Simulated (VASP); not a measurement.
Write the native input for VASP 6.6.1 that does the following.

- Task: relaxation of cell and atoms
- Functional: PBEsol
- Potentials or basis: VASP PAW PBE potentials, release 64 (Rb_sv, Mo_sv, F)
- Cutoff: 600 eV
- k mesh: 5 × 5 × 5
- Occupations: methfessel-paxton, width 0.1 eV
- Spin: collinear spin
- Starting moments: [0.0, 0.0, 1.0, 0.0, 0.0, 0.0, 0.0, 0.0, 0.0] μB
- Dipole correction: no
- Further INCAR settings: ALGO = Normal; EDIFF = 1e-07; IBRION = 2; EDIFFG = -0.03; NSW = 50; ISIF = 3

The structure of Rb2MoF6 lies in POSCAR:

```
Rb2MoF6
1.0
    0.0000000000      4.2507560000      4.2507560000
    4.2507560000      0.0000000000      4.2507560000
    4.2507560000      4.2507560000      0.0000000000
Rb Mo F
2 1 6
Direct
    0.7500000000      0.7500000000      0.7500000000
    0.2500000000      0.2500000000      0.2500000000
    0.0000000000      0.0000000000      0.0000000000
    0.7544430000      0.2455570000      0.2455570000
    0.2455570000      0.2455570000      0.7544430000
    0.2455570000      0.7544430000      0.7544430000
    0.2455570000      0.7544430000      0.2455570000
    0.7544430000      0.2455570000      0.7544430000
    0.7544430000      0.7544430000      0.2455570000
```

One way to write it, as run:

INCAR

```
SYSTEM = Rb2MoF6
ALGO = Normal
EDIFF = 1E-7
EDIFFG = -0.03
ENCUT = 600
GGA = PS
GGA_COMPAT = .FALSE.
IBRION = 2
ISIF = 3
ISMEAR = 1
ISPIN = 2
LASPH = .TRUE.
LCHARG = .FALSE.
LMAXMIX = 4
LORBIT = 11
LREAL = .FALSE.
LWAVE = .FALSE.
MAGMOM = 0 0 1 0 0 0 0 0 0
NELM = 200
NELMIN = 4
NSW = 50
PREC = Accurate
SIGMA = 0.1
```

KPOINTS

```
k-points
0
G
  5 5 5
  0 0 0
```

Potentials or basis: VASP PAW PBE potentials, release 64 (Rb_sv, Mo_sv, F).

The run is started by

```bash
$ cat potpaw_PBE.64/Rb_sv/POTCAR potpaw_PBE.64/Mo_sv/POTCAR potpaw_PBE.64/F/POTCAR > POTCAR
$ mpirun -np 1 vasp_std > vasp.out
```

It gave:

| Property | Result |
| --- | --- |
| Relaxed volume | 17.81 Å³/atom |
| Relaxed cell | a = 6.097 Å, b = 6.097 Å, c = 6.097 Å, α = 60.00°, β = 60.00°, γ = 60.00° |
| Space group after relaxing (to 0.1 Å) | Fm-3m (No. 225) |
| Energy gained by relaxing | 119.2 meV/atom |
| Ionic steps | 10 |
| Pressure after relaxing | 0.0 GPa |
| Largest force after relaxing | 0.027 eV/Å |
| Band gap on the k mesh | zero (filled and empty bands overlap) |
| Net moment | 2.00 μB per cell |
| Site moments | Rb +0.00; Mo +1.66; F +0.03 μB |
| Valence electrons inside the program's atomic spheres | Rb 7.31; Mo 12.22; F 6.07 |

Caveat: the PAW data sets were made with another functional, which shifts forces and pressure a little.

Run time: 41 min on 1 thread of Intel Xeon 8259CL, on a shared host, peak memory 0.5 GiB.
